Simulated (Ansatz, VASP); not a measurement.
**GaAs: VASP beside Ansatz**

POSCAR

```
GaAs
1.0
    0.0000000000      2.8026213461      2.8026213461
    2.8026213461      0.0000000000      2.8026213461
    2.8026213461      2.8026213461      0.0000000000
Ga As
1 1
Direct
    0.0000000000      0.0000000000      0.0000000000
    0.7500000000      0.7500000000      0.7500000000
```

The input INCAR.step1:

```
PREC     = Accurate       # precision mode
ENCUT    = 520            # plane-wave cutoff, eV
ISMEAR   = 0              # smearing method
SIGMA    = 0.05           # smearing width, eV
LREAL    = F              # projectors in reciprocal space
LASPH    = T              # aspherical terms in the spheres
NELM     = 80             # most SCF steps
NBANDS   = 16             # bands
GGA      = PE             # functional
ALGO     = Normal         # electronic algorithm
EDIFF    = 1E-4           # SCF threshold, eV
LWAVE    = T              # write WAVECAR
LCHARG   = F              # write CHGCAR
```

File INCAR.step2:

```
PREC     = Accurate       # precision mode
ENCUT    = 520            # plane-wave cutoff, eV
EDIFF    = 1E-6           # SCF threshold, eV
ISMEAR   = 0              # smearing method
SIGMA    = 0.05           # smearing width, eV
LREAL    = F              # projectors in reciprocal space
LASPH    = T              # aspherical terms in the spheres
NELM     = 80             # most SCF steps
ALGO     = Normal         # electronic algorithm
ISIF     = 2              # what is computed and relaxed
LWAVE    = F              # write WAVECAR
LCHARG   = F              # write CHGCAR
METAGGA  = R2SCAN         # meta-GGA
LMIXTAU  = T            
IVDW     = 13             # dispersion correction
VDW_S6   = 1.0          
VDW_S8   = 0.6018749    
VDW_A1   = 0.51559235   
VDW_A2   = 5.77342911   
NBANDS   = 16             # bands
ISTART   = 1
```

The input KPOINTS:

```
Automatic mesh
0
Gamma
  8 8 8
```

Input for Ansatz:

```yaml
crystal:
  lattice:
    - [0.0, 2.8026213461, 2.8026213461]
    - [2.8026213461, 0.0, 2.8026213461]
    - [2.8026213461, 2.8026213461, 0.0]
  atoms:
    - { symbol: Ga, position: [0.0, 0.0, 0.0] }
    - { symbol: As, position: [0.75, 0.75, 0.75] }
basis:
  ecutwfc: 500
  ecutrho_ratio: 4
kpoints:
  mp_grid: { grid: [8, 8, 8] }
hamiltonian:
  xc: r2scan
  dispersion: d4
scf:
  occupations: { method: gaussian, width: 0.05 }
output:
  forces: true
  stress: true
  eigenvalues: true
```

Alike in both runs: task single point; functional r2SCAN; dispersion D4; k mesh 8 × 8 × 8; occupations gaussian, width 0.05 eV; no spin polarisation.

|  | VASP | Ansatz |
| --- | --- | --- |
| version | VASP 6.6.1 | Ansatz 0.2.0 |
| potentials or method | VASP PAW PBE potentials, release 64 (Ga_d, As), cutoff 520 eV | scalar-relativistic, plane waves, PAW |
| valence electrons in the cell | 18 | 28 |

|  | VASP | Ansatz | Ansatz less VASP |
| --- | --- | --- | --- |
| gap on the k mesh at the Fermi level (eV) | 1.21 | 1.23 | +0.020 |
| least direct gap on the mesh (eV) | 1.21 | 1.23 | +0.020 |
| pressure (GPa) | 1.7 | 1.6 | -0.12 |

VASP's potentials were made for PBE, not for r2SCAN. VASP's potentials hold 18 valence electrons a cell and Ansatz's 28, so a difference there can come from the potentials and not from the codes.
